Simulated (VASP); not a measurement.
# TiTe2 (P-3m1) in VASP: relaxation of shape and atoms at fixed volume with r2SCAN

Aim: the relaxation of shape and atoms at fixed volume of TiTe2 with r2SCAN.

All numbers are computed with VASP 6.6.1; they aren't measurements. Logs are shortened: lines on timing, memory, paths and dates and some standing lists are left out, and cuts for length are marked.

## 1. The cell of the first run

The structure is trigonal, space group P-3m1 (No. 164). The conventional cell has a = 3.762 Å, b = 3.762 Å, c = 6.828 Å, α = 90.00°, β = 90.00°, γ = 120.00°. Within 3.6 Å of Ti (site symmetry -3m) lie 6 Te at 2.75 Å. Within 3.6 Å of Te (site symmetry 3m) lie 3 Ti at 2.75 Å.

## 2. Relaxation of shape and atoms at fixed volume, r2SCAN (27.90 Å³/atom)

Contents of POSCAR:

```
TiTe2
1.0
    3.7618536874      0.0000000000      0.0000000000
   -1.8809268437      3.2578608586      0.0000000000
    0.0000000000      0.0000000000      6.8283907304
Ti Te
1 2
Direct
    0.0000000000      0.0000000000      0.0000000000
    0.6666666667      0.3333333333      0.2463195005
    0.3333333333      0.6666666667      0.7536804995
```

Contents of INCAR.step1:

```
  PREC = Accurate
  ENCUT = 600
  ISMEAR = 0
  SIGMA = 0.1
  LREAL = F
  LASPH = T
  NELM = 100
  GGA = PE
  ALGO = Normal
  EDIFF = 1E-4
  LWAVE = T
  LCHARG = F
```

Contents of INCAR.step2:

```
  PREC = Accurate
  ENCUT = 600
  EDIFF = 1E-7
  ISMEAR = 0
  SIGMA = 0.1
  LREAL = F
  LASPH = T
  NELM = 100
  ALGO = Normal
  ISIF = 4
  LWAVE = F
  LCHARG = F
  METAGGA = R2SCAN
  LMIXTAU = T
  IBRION = 2
  NSW = 50
  EDIFFG = -0.01
  ISTART = 1
```

Contents of KPOINTS:

```
regular mesh
0
Gamma
  12 12 8
```

Potentials or basis: VASP PAW PBE potentials, release 64 (Ti_sv, Te).

Launch:

```console
cat potpaw_PBE.64/Ti_sv/POTCAR potpaw_PBE.64/Te/POTCAR > POTCAR
cp INCAR.step1 INCAR
mpirun -np 1 vasp_std > vasp.out
cp INCAR.step2 INCAR
mpirun -np 1 vasp_std > vasp.out
```

OUTCAR:

```text
PREC = Accurate
   ENCUT = 600
   EDIFF = 1E-7
   ISMEAR = 0
   LREAL = F
   LASPH = T
   NELM = 100
   ISIF = 4
   METAGGA = R2SCAN
   IBRION = 2
   NSW = 50
   EDIFFG = -0.01
   ISTART = 1

 ion  position               nearest neighbor table
   1  0.000  0.000  0.000-   2 2.75   3 2.75   3 2.75   2 2.75   2 2.75   3 2.75
   2  0.667  0.333  0.246-   1 2.75   1 2.75   1 2.75
   3  0.333  0.667  0.754-   1 2.75   1 2.75   1 2.75

  LATTYP: Found a hexagonal cell.
 ALAT       =     3.7618536874
 C/A-ratio  =     1.8151664838

  Lattice vectors:

 A1 = (   3.7618536874,   0.0000000000,   0.0000000000)
 A2 = (  -1.8809268437,   3.2578608586,   0.0000000000)
 A3 = (   0.0000000000,   0.0000000000,   6.8283907304)

Analysis of symmetry for initial positions (statically):
=====================================================================
 Subroutine PRICEL returns:
 Original cell was already a primitive cell.

 Routine SETGRP: Setting up the symmetry group for a
 hexagonal supercell.

 Subroutine GETGRP returns: Found 12 space group operations
 (whereof 12 operations were pure point group operations)
 out of a pool of 24 trial point group operations.

The static configuration has the point symmetry D_3d.

Analysis of symmetry for dynamics (positions and initial velocities):
=====================================================================
 Subroutine PRICEL returns:
 Original cell was already a primitive cell.

 Routine SETGRP: Setting up the symmetry group for a
 hexagonal supercell.

 Subroutine GETGRP returns: Found 12 space group operations
 (whereof 12 operations were pure point group operations)
 out of a pool of 24 trial point group operations.

The dynamic configuration has the point symmetry D_3d.

 Subroutine INISYM returns: Found 12 space group operations
 (whereof 12 operations are pure point group operations),
 and found     1 'primitive' translations

----------------------------------------------------------------------------------------

                                     Primitive cell

  volume of cell :      83.6860

  direct lattice vectors                    reciprocal lattice vectors
     3.761853687  0.000000000  0.000000000     0.265826394  0.153474940  0.000000000
    -1.880926844  3.257860859  0.000000000     0.000000000  0.306949880  0.000000000
     0.000000000  0.000000000  6.828390730     0.000000000  0.000000000  0.146447390

  length of vectors
     3.761853687  3.761853687  6.828390730     0.306949880  0.306949880  0.146447390

  position of ions in fractional coordinates (direct lattice)
     0.000000000  0.000000000  0.000000000
     0.666666667  0.333333333  0.246319501
     0.333333333  0.666666667  0.753680499

  ion indices of the primitive-cell ions
   primitive index   ion index
                 1           1
                 2           2
                 3           3

----------------------------------------------------------------------------------------

 KPOINTS: regular mesh

Automatic generation of k-mesh.
 Grid dimensions read from file:
 generate k-points for:   12   12    8

 Generating k-lattice:

  Cartesian coordinates                     Fractional coordinates (reciprocal lattice)
     0.022152199  0.012789578  0.000000000     0.083333333 -0.000000000  0.000000000
     0.000000000  0.025579157  0.000000000     0.000000000  0.083333333  0.000000000
     0.000000000  0.000000000  0.018305924     0.000000000  0.000000000  0.125000000

  Length of vectors
     0.025579157  0.025579157  0.018305924

  Shift w.r.t. Gamma in fractional coordinates (k-lattice)
     0.000000000  0.000000000  0.000000000

 Subroutine IBZKPT returns following result:
 ===========================================

 Found    131 irreducible k-points:

 Following reciprocal coordinates:
            Coordinates               Weight
  0.000000  0.000000  0.000000      1.000000
  0.083333  0.000000  0.000000      6.000000
  0.166667  0.000000  0.000000      6.000000
  0.250000  0.000000  0.000000      6.000000
  0.333333  0.000000  0.000000      6.000000
  0.416667 -0.000000  0.000000      6.000000
[... 16 lines left out ...]
  0.166667  0.000000  0.125000      6.000000
  0.000000  0.166667  0.125000      6.000000
 [... further k-points ...]
   k-points           NKPTS =    131   k-points in BZ     NKDIM =    131   number of bands    NBANDS=     16
   number of dos      NEDOS =    301   number of ions     NIONS =      3
   total plane-waves  NPLWV =  50400
   dimension x,y,z NGX =    30 NGY =   30 NGZ =   56
   dimension x,y,z NGXF=    60 NGYF=   60 NGZF=  112
   ions per type =               1   2
   NGX,Y,Z   is equivalent  to a cutoff of  13.26, 13.26, 13.63 a.u.
   NGXF,Y,Z  is equivalent  to a cutoff of  26.52, 26.52, 27.27 a.u.
 SYSTEM =  unknown system
   PREC   = accura    normal or accurate (medium, high low for compatibility)
   ISTART =      1    job   : 0-new  1-cont  2-samecut
   ICHARG =      0    charge: 1-file 2-atom 10-const
   ISPIN  =      1    spin polarized calculation?
   LNONCOLLINEAR =      F non collinear calculations
   LSORBIT =      F    spin-orbit coupling
   LASPH  =      T    aspherical Exc in radial PAW
   ENCUT  =  600.0 eV  44.10 Ry    6.64 a.u.   7.51  7.51 13.64*2*pi/ulx,y,z
   NELM   =    100;   NELMIN=  2; NELMDL=  0     # of ELM steps
   EDIFF  = 0.1E-06   stopping-criterion for ELM
   LREAL  =      F    real-space projection
   EDIFFG = -.1E-01   stopping-criterion for IOM
   NSW    =     50    number of steps for IOM
   IBRION =      2    ionic relax: 0-MD 1-quasi-New 2-CG
   NFREE  =      1    steps in history (QN), initial steepest desc. (CG)
   ISIF   =      4    stress and relaxation
   ISYM   =      2    0-nonsym 1-usesym 2-fastsym
   POTIM  = 0.5000    time-step for ionic-motion
   TEBEG  =    0.0;   TEEND  =   0.0 temperature during run
   PSTRESS=    0.0 pullay stress
   NELECT =      24.0000    total number of electrons
   NUPDOWN=      -1.0000    fix difference up-down
   EMIN   =  10.00;   EMAX   =-10.00  energy-range for DOS
   EFERMI =   0.00;   METHOD = LEGACY
   ISMEAR =     0;   SIGMA  =   0.10  broadening in eV -4-tet -1-fermi 0-gaus
   EFERMI_NEDOS =   21; number of points for ismear=-14 and -15
   IALGO  =     38    algorithm
   IMIX   =      4    mixing-type and parameters
     AMIX     =   0.40;   BMIX     =  1.00
     AMIX_MAG =   1.60;   BMIX_MAG =  1.00
  volume/ion in A,a.u.               =      27.90       188.25
  Fermi-wavevector in a.u.,A,eV,Ry     =   1.079595  2.040139 15.857944  1.165526
  Thomas-Fermi vector in A             =   2.215564
   LORBIT       =      0    0 simple, 1 ext, 2 COOP (PROOUT), +10 PAW based schemes
   METAGGA = R2SCAN    functional components
   LHFCALC =     F    Hartree Fock is set to
   AEXX    =    0.0000 exact exchange contribution
   IVDW    =     0    specifies the selected vdW correction
   LEPSILON=     F    determine dielectric tensor
   LRPA    =     F    only Hartree local field effects (RPA)
 conjugate gradient relaxation of ions
 non-spin polarized calculation
 Gauss-broadening in eV      SIGMA  =   0.10
  energy-cutoff  :      600.00
  volume of cell :       83.69
 maximum number of plane-waves:      2822
   NGX = 15   NGY = 15   NGZ = 27

--------------------------------------- Ionic step        1  -------------------------------------------

 number of electron      24.0000003 magnetization

 Free energy of the ion-electron system (eV)
  ---------------------------------------------------
  ext. energy  EPLUGINS =         0.00000000
  ---------------------------------------------------
  free energy    TOTEN  =       -66.27661265 eV

  energy without entropy =      -66.27072605  energy(sigma->0) =      -66.27366935

------------------------ aborting loop because EDIFF is reached ----------------------------------------

  FORCE on cell =-STRESS in cart. coord.  units (eV):
  Direction    XX          YY          ZZ          XY          YZ          ZX
  --------------------------------------------------------------------------------------
  -------------------------------------------------------------------------------------
  Total        1.0999923      1.0999923      1.1345638      0.0000000     -0.0000000     -0.0000000
  in kB       21.0594703     21.0594703     21.7213442      0.0000000     -0.0000000     -0.0000000
  external PRESSURE =      21.2800949 kB  Pullay stress =       0.0000000 kB

 VOLUME and BASIS-vectors are now :
 -----------------------------------------------------------------------------
  energy-cutoff  :      600.00
  volume of cell :       83.69
      direct lattice vectors                 reciprocal lattice vectors
     3.761853687  0.000000000  0.000000000     0.265826394  0.153474940  0.000000000
    -1.880926844  3.257860859  0.000000000     0.000000000  0.306949880  0.000000000
     0.000000000  0.000000000  6.828390730     0.000000000  0.000000000  0.146447390
[... 186 lines left out ...]
 POSITION                                       TOTAL-FORCE (eV/Angst)
 -----------------------------------------------------------------------------------
      0.00000      0.00000     -0.00000         0.000000      0.000000      0.000000
      1.90008      1.09701      1.69309        -0.000000     -0.000000      0.000252
     -0.00000      2.19402      4.99834         0.000000      0.000000     -0.000252
 -----------------------------------------------------------------------------------
    total drift:                                0.000000      0.000000      0.000000

  FREE ENERGIE OF THE ION-ELECTRON SYSTEM (eV)
  ---------------------------------------------------
  free  energy   TOTEN  =       -66.2902102293 eV

  energy  without entropy=      -66.2841958193  energy(sigma->0) =      -66.28720302

--------------------------------------- Ionic step        7  -------------------------------------------

 number of electron      24.0000000 magnetization

 Free energy of the ion-electron system (eV)
  ---------------------------------------------------
  ext. energy  EPLUGINS =         0.00000000
  ---------------------------------------------------
  free energy    TOTEN  =       -66.29026239 eV

  energy without entropy =      -66.28419789  energy(sigma->0) =      -66.28723014

 E-fermi :   6.3294     XC(G=0): -10.0979

 val. band max:        6.3164145127   @ k =   0.0000   0.4167   0.3750
 cond. band min:       6.3377520690   @ k =   0.0000   0.0833   0.1250
 fundamental gap:      0.0213375562
 Fermi energy:         6.3294025571

 k-point     1 :       0.0000    0.0000    0.0000
  band No.  band energies     occupation
      1     -53.7772      2.00000
      2     -28.9855      2.00000
      3     -28.9854      2.00000
      4     -28.9441      2.00000
      5      -6.5236      2.00000
      6      -5.1269      2.00000
[... 8 lines left out ...]
     15       7.2054      0.00000
     16       9.4791      0.00000
[... 419 lines left out ...]
 k-point    24 :       0.0000    0.1667    0.1250
  band No.  band energies     occupation
      1     -53.7765      2.00000
      2     -28.9958      2.00000
      3     -28.9878      2.00000
      4     -28.9416      2.00000
      5      -6.1802      2.00000
      6      -5.0256      2.00000
[... 8 lines left out ...]
     15       7.5636      0.00000
     16       8.9267      0.00000

 [... further k-points ...]

------------------------ aborting loop because EDIFF is reached ----------------------------------------

  FORCE on cell =-STRESS in cart. coord.  units (eV):
  Direction    XX          YY          ZZ          XY          YZ          ZX
  --------------------------------------------------------------------------------------
  -------------------------------------------------------------------------------------
  Total        0.2924720      0.2924720      0.2895270      0.0000000      0.0000000      0.0000000
  in kB        5.5994071      5.5994071      5.5430256      0.0000000      0.0000000      0.0000000
  external PRESSURE =       5.5806133 kB  Pullay stress =       0.0000000 kB

 VOLUME and BASIS-vectors are now :
 -----------------------------------------------------------------------------
  energy-cutoff  :      600.00
  volume of cell :       83.69
      direct lattice vectors                 reciprocal lattice vectors
     3.795812421  0.000000000 -0.000000000     0.263448213  0.152101897  0.000000000
    -1.897906211  3.287269985 -0.000000000     0.000000000  0.304203794  0.000000000
    -0.000000000 -0.000000000  6.706758669     0.000000000  0.000000000  0.149103322

 POSITION                                       TOTAL-FORCE (eV/Angst)
 -----------------------------------------------------------------------------------
      0.00000      0.00000      0.00000         0.000000      0.000000      0.000000
      1.89791      1.09576      1.69535        -0.000000     -0.000000      0.001536
     -0.00000      2.19151      5.01141         0.000000      0.000000     -0.001536
 -----------------------------------------------------------------------------------
    total drift:                                0.000000     -0.000000     -0.000000

  FREE ENERGIE OF THE ION-ELECTRON SYSTEM (eV)
  ---------------------------------------------------
  free  energy   TOTEN  =       -66.2902623932 eV

  energy  without entropy=      -66.2841978878  energy(sigma->0) =      -66.28723014

 reached required accuracy - stopping structural energy minimisation
```

It took 1.7 h on 1 thread of Oxide Virtual Turin-like, shared host; peak memory 0.38 GiB.

What came out:

```
Free energy               : -66.2903 eV
Energy gained by relaxing : 4.5 meV/atom
Ionic steps               : 7
Pressure after relaxing   : 0.6 GPa
Band gap on the k mesh    : zero (bands 12 and 13 overlap by 0.55 eV)
```

The path:
```tsv
step	energy change (eV)	largest force (eV/Å)	pressure (GPa)	volume (Å³)
1	0.0000	0.3177	2.13	83.69
2	-0.0073	0.1612	1.54	83.69
3	-0.0097	0.0093	0.92	83.69
4	-0.0097	0.0050	0.96	83.69
5	-0.0116	0.0051	0.85	83.69
6	-0.0136	0.0003	0.51	83.69
7	-0.0136	0.0015	0.56	83.69
```

Final structure:
```
Ti Te
1.0
     3.79581    0.00000    0.00000
    -1.89791    3.28727    0.00000
     0.00000    0.00000    6.70676
Ti Te
1 2
Direct
  0.00000 0.00000 0.00000
  0.66667 0.33333 0.25278
  0.33333 0.66667 0.74722
```

Levels at points of the mesh, in eV from the Fermi level:
```csv
k point,band 8,band 9,band 10,band 11,band 12,band 13,band 14,band 15,band 16
"(0.00, 0.00, 0.00)",-1.99,-1.99,0.10,0.36,0.36,0.46,0.88,0.88,3.15
"(0.50, 0.00, 0.00)",-4.00,-2.75,-2.58,-2.10,-1.28,0.05,1.14,1.53,2.49
"(0.00, 0.00, 0.50)",-2.62,-1.95,-1.95,0.35,0.35,0.67,0.67,1.06,3.44
"(0.50, 0.00, 0.50)",-4.64,-2.64,-2.27,-1.35,-0.93,-0.20,1.13,1.50,2.70
```

Caveat: the PAW data sets were made with another functional, which shifts forces and pressure a little; spin-orbit coupling is left out, which moves the levels of the heavy elements.

The gap in the log of VASP goes by the Fermi energy; the results here count the filled bands.